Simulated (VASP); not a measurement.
# Hf (Pm-3m) in VASP: a series of runs, part 2 of 2

VASP 6.6.1.

### Step 4. Relaxation of cell and atoms, LDA

This run uses another cell than the first one, of 22.50 Å³/atom, 1.086 times its volume.

The input, INCAR:

```
SYSTEM = Hf
ALGO = Normal
EDIFF = 1E-6
EDIFFG = -0.005
ENCUT = 600
GGA = CA
IBRION = 2
ISIF = 3
ISMEAR = -1
LASPH = .True.
LCHARG = .False.
LREAL = .False.
LWAVE = .False.
NELM = 100
NSW = 60
PREC = Accurate
SIGMA = 0.1
```

The input, KPOINTS:

```
k-points
0
Gamma
  15 15 15
  0 0 0
```

The input, POSCAR:

```
Hf
1.0
    2.8230930300      0.0000000000      0.0000000000
    0.0000000000      2.8230930300      0.0000000000
    0.0000000000      0.0000000000      2.8230930300
Hf
1
Direct
    0.0000000000      0.0000000000      0.0000000000
```

Potentials or basis: VASP PAW LDA potentials, release 64 (Hf_pv).

Launch:

```
$ cat potpaw_LDA.64/Hf_pv/POTCAR > POTCAR
$ mpirun -np 1 vasp_std > vasp.out
```

OUTCAR:

```text
SYSTEM = Hf
   EDIFF = 1E-6
   EDIFFG = -0.005
   ENCUT = 600
   GGA = CA
   IBRION = 2
   ISIF = 3
   ISMEAR = -1
   LASPH = .True.
   LREAL = .False.
   NELM = 100
   NSW = 60
   PREC = Accurate

 ion  position               nearest neighbor table
   1  0.000  0.000  0.000-

  LATTYP: Found a simple cubic cell.
 ALAT       =     2.8230930300

  Lattice vectors:

 A1 = (   2.8230930300,   0.0000000000,   0.0000000000)
 A2 = (   0.0000000000,   2.8230930300,   0.0000000000)
 A3 = (   0.0000000000,   0.0000000000,   2.8230930300)

Analysis of symmetry for initial positions (statically):
=====================================================================
 Subroutine PRICEL returns:
 Original cell was already a primitive cell.

 Routine SETGRP: Setting up the symmetry group for a
 simple cubic supercell.

 Subroutine GETGRP returns: Found 48 space group operations
 (whereof 48 operations were pure point group operations)
 out of a pool of 48 trial point group operations.

The static configuration has the point symmetry O_h .

Analysis of symmetry for dynamics (positions and initial velocities):
=====================================================================
 Subroutine PRICEL returns:
 Original cell was already a primitive cell.

 Routine SETGRP: Setting up the symmetry group for a
 simple cubic supercell.

 Subroutine GETGRP returns: Found 48 space group operations
 (whereof 48 operations were pure point group operations)
 out of a pool of 48 trial point group operations.

The dynamic configuration has the point symmetry O_h .

 Subroutine INISYM returns: Found 48 space group operations
 (whereof 48 operations are pure point group operations),
 and found     1 'primitive' translations

----------------------------------------------------------------------------------------

                                     Primitive cell

  volume of cell :      22.4996

  direct lattice vectors                    reciprocal lattice vectors
     2.823093030  0.000000000  0.000000000     0.354221412  0.000000000  0.000000000
     0.000000000  2.823093030  0.000000000     0.000000000  0.354221412  0.000000000
     0.000000000  0.000000000  2.823093030     0.000000000  0.000000000  0.354221412

  length of vectors
     2.823093030  2.823093030  2.823093030     0.354221412  0.354221412  0.354221412

  position of ions in fractional coordinates (direct lattice)
     0.000000000  0.000000000  0.000000000

  ion indices of the primitive-cell ions
   primitive index   ion index
                 1           1

----------------------------------------------------------------------------------------

 KPOINTS: k-points

Automatic generation of k-mesh.
 Grid dimensions read from file:
 generate k-points for:   15   15   15

 Generating k-lattice:

  Cartesian coordinates                     Fractional coordinates (reciprocal lattice)
     0.023614761  0.000000000  0.000000000     0.066666667  0.000000000  0.000000000
     0.000000000  0.023614761  0.000000000     0.000000000  0.066666667  0.000000000
     0.000000000  0.000000000  0.023614761     0.000000000  0.000000000  0.066666667

  Length of vectors
     0.023614761  0.023614761  0.023614761

  Shift w.r.t. Gamma in fractional coordinates (k-lattice)
     0.000000000  0.000000000  0.000000000

 Subroutine IBZKPT returns following result:
 ===========================================

 Found    120 irreducible k-points:

 Following reciprocal coordinates:
            Coordinates               Weight
  0.000000  0.000000  0.000000      1.000000
  0.066667  0.000000  0.000000      6.000000
  0.133333  0.000000  0.000000      6.000000
  0.200000  0.000000  0.000000      6.000000
  0.266667  0.000000  0.000000      6.000000
  0.333333  0.000000  0.000000      6.000000
[... 16 lines left out ...]
  0.266667  0.200000  0.000000     24.000000
  0.333333  0.200000  0.000000     24.000000
 [... further k-points ...]
   k-points           NKPTS =    120   k-points in BZ     NKDIM =    120   number of bands    NBANDS=      9
   number of dos      NEDOS =    301   number of ions     NIONS =      1
   total plane-waves  NPLWV =  13824
   dimension x,y,z NGX =    24 NGY =   24 NGZ =   24
   dimension x,y,z NGXF=    48 NGYF=   48 NGZF=   48
   ions per type =               1
   NGX,Y,Z   is equivalent  to a cutoff of  14.13, 14.13, 14.13 a.u.
   NGXF,Y,Z  is equivalent  to a cutoff of  28.27, 28.27, 28.27 a.u.
 SYSTEM =  Hf
   PREC   = accura    normal or accurate (medium, high low for compatibility)
   ISTART =      0    job   : 0-new  1-cont  2-samecut
   ICHARG =      2    charge: 1-file 2-atom 10-const
   ISPIN  =      1    spin polarized calculation?
   LNONCOLLINEAR =      F non collinear calculations
   LSORBIT =      F    spin-orbit coupling
   LASPH  =      T    aspherical Exc in radial PAW
   ENCUT  =  600.0 eV  44.10 Ry    6.64 a.u.   5.64  5.64  5.64*2*pi/ulx,y,z
   NELM   =    100;   NELMIN=  2; NELMDL= -5     # of ELM steps
   EDIFF  = 0.1E-05   stopping-criterion for ELM
   LREAL  =      F    real-space projection
   EDIFFG = -.5E-02   stopping-criterion for IOM
   NSW    =     60    number of steps for IOM
   IBRION =      2    ionic relax: 0-MD 1-quasi-New 2-CG
   NFREE  =      1    steps in history (QN), initial steepest desc. (CG)
   ISIF   =      3    stress and relaxation
   ISYM   =      2    0-nonsym 1-usesym 2-fastsym
   POTIM  = 0.5000    time-step for ionic-motion
   TEBEG  =    0.0;   TEEND  =   0.0 temperature during run
   PSTRESS=    0.0 pullay stress
   NELECT =      10.0000    total number of electrons
   NUPDOWN=      -1.0000    fix difference up-down
   EMIN   =  10.00;   EMAX   =-10.00  energy-range for DOS
   EFERMI =   0.00;   METHOD = LEGACY
   ISMEAR =    -1;   SIGMA  =   0.10  broadening in eV -4-tet -1-fermi 0-gaus
   EFERMI_NEDOS =   21; number of points for ismear=-14 and -15
   IALGO  =     38    algorithm
   IMIX   =      4    mixing-type and parameters
     AMIX     =   0.40;   BMIX     =  1.00
     AMIX_MAG =   1.60;   BMIX_MAG =  1.00
  volume/ion in A,a.u.               =      22.50       151.84
  Fermi-wavevector in a.u.,A,eV,Ry     =   1.249347  2.360923 21.236887  1.560867
  Thomas-Fermi vector in A             =   2.383391
   LORBIT       =      0    0 simple, 1 ext, 2 COOP (PROOUT), +10 PAW based schemes
   GGA     = CA    functional components
   LHFCALC =     F    Hartree Fock is set to
   AEXX    =    0.0000 exact exchange contribution
   IVDW    =     0    specifies the selected vdW correction
   LEPSILON=     F    determine dielectric tensor
   LRPA    =     F    only Hartree local field effects (RPA)
 conjugate gradient relaxation of ions
 non-spin polarized calculation
  energy-cutoff  :      600.00
  volume of cell :       22.50
 maximum number of plane-waves:       772
 NGX is ok and might be reduce to    24
   NGX = 11   NGY = 11   NGZ = 11

 number of electron      10.0000000 magnetization

 number of electron       9.9999999 magnetization

 Free energy of the ion-electron system (eV)
  ---------------------------------------------------
  ext. energy  EPLUGINS =         0.00000000
  ---------------------------------------------------
  free energy    TOTEN  =        -9.68700427 eV

  energy without entropy =       -9.63385536  energy(sigma->0) =       -9.66042982

 E-fermi :   4.2806     XC(G=0): -11.3392

 val. band max:        4.2718690537   @ k =   0.4000   0.2000   0.2000
 cond. band min:       4.2972583100   @ k =   0.4667   0.2667   0.2000
 fundamental gap:      0.0253892563
 Fermi energy:         4.2806077809

 k-point     1 :       0.0000    0.0000    0.0000
  band No.  band energies     occupation
      1     -25.1980      2.00000
      2     -25.1980      2.00000
      3     -25.1980      2.00000
      4      -2.3938      2.00000
      5       2.6189      2.00000
      6       2.6189      2.00000
      7      11.3763      0.00000
      8      11.3763      0.00000
      9      11.3763      0.00000

 k-point     2 :       0.0667    0.0000    0.0000
  band No.  band energies     occupation
      1     -25.2572      2.00000
      2     -25.1931      2.00000
      3     -25.1931      2.00000
      4      -2.2629      2.00000
      5       2.6564      2.00000
      6       2.7498      2.00000
      7      11.0945      0.00000
      8      11.0945      0.00000
      9      11.3940      0.00000
[... 253 lines left out ...]
 k-point    24 :       0.3333    0.2000    0.0000
  band No.  band energies     occupation
      1     -26.1015      2.00000
      2     -25.5513      2.00000
      3     -25.0739      2.00000
      4       0.9426      2.00000
      5       3.6830      1.99493
      6       5.0421      0.00099
      7       7.4100      0.00000
      8       8.4305      0.00000
      9      10.1506      0.00000

 [... further k-points ...]
[... 5 lines left out ...]
  --------------------------------------------------------------------------------------
  -------------------------------------------------------------------------------------
  Total       -0.0006497     -0.0006497     -0.0006497     -0.0000000     -0.0000000      0.0000000
  in kB       -0.0462620     -0.0462620     -0.0462620     -0.0000000     -0.0000000      0.0000000
  external PRESSURE =      -0.0462620 kB  Pullay stress =       0.0000000 kB

 VOLUME and BASIS-vectors are now :
 -----------------------------------------------------------------------------
  energy-cutoff  :      600.00
  volume of cell :       22.50
      direct lattice vectors                 reciprocal lattice vectors
     2.823093030  0.000000000  0.000000000     0.354221412  0.000000000  0.000000000
     0.000000000  2.823093030  0.000000000     0.000000000  0.354221412  0.000000000
     0.000000000  0.000000000  2.823093030     0.000000000  0.000000000  0.354221412

 POSITION                                       TOTAL-FORCE (eV/Angst)
 -----------------------------------------------------------------------------------
      0.00000      0.00000      0.00000         0.000000      0.000000      0.000000
 -----------------------------------------------------------------------------------
    total drift:                                0.000000     -0.000000      0.000000

  FREE ENERGIE OF THE ION-ELECTRON SYSTEM (eV)
  ---------------------------------------------------
  free  energy   TOTEN  =        -9.6870042734 eV

  energy  without entropy=       -9.6338553607  energy(sigma->0) =       -9.66042982

 reached required accuracy - stopping structural energy minimisation
```

CONTCAR:

```text
Hf
   1.00000000000000
     2.8230930299999999    0.0000000000000000    0.0000000000000000
     0.0000000000000000    2.8230930299999999    0.0000000000000000
     0.0000000000000000    0.0000000000000000    2.8230930299999999
  Hf
     1
Direct
     0.0000000000000000    0.0000000000000000    0.0000000000000000

  0.00000000E+00  0.00000000E+00  0.00000000E+00
```

Run time: 11 s. Hardware: 1 thread of AMD EPYC 9R45 (Zen 5), shared host; peak memory 0.12 GiB.

What came out:

* Free energy: -9.6870 eV
* Pressure after relaxing: 0.0 GPa
* Band gap on the k mesh: zero (band 5 reaches 5.23 eV, above the bottom of band 6 at 2.62 eV)

Final structure:
```xyz
1
Lattice="2.8231 0.0000 0.0000 0.0000 2.8231 0.0000 0.0000 0.0000 2.8231" Properties=species:S:1:pos:R:3 pbc="T T T"
Hf    0.0000    0.0000    0.0000
```

Levels at points of the mesh, in eV from the Fermi level:
```
           k point  band 3  band 4  band 5  band 6  band 7  band 8
(0.00, 0.00, 0.00)  -29.48   -6.67   -1.66   -1.66    7.10    7.10
```

Caveat: the relaxation stopped at its first step, so nothing moved; spin-orbit coupling is left out, which moves the levels of the heavy elements.

### Step 5. The runs side by side

```tsv
task	cell	cutoff (eV)	gap on the mesh (eV)	pressure (GPa)
single point	a = 2.746 Å, 1 atom	520	none	8.1
single point	a = 2.824 Å, 1 atom	520	none	0.0
relaxation of cell and atoms	relaxed from a = 2.823 Å, 1 atom	600	none	0.0
```

Alike in all rows: level LDA; potentials or basis VASP PAW LDA potentials, release 64 (Hf_pv); no spin polarisation; k mesh 15 × 15 × 15; smearing fermi-dirac 0.1 eV.

Caveats: spin-orbit coupling is left out, which moves the levels of the heavy elements; the relaxation stopped at its first step, so nothing moved (some runs).

Absolute energies hang on the potentials; compare differences alone.
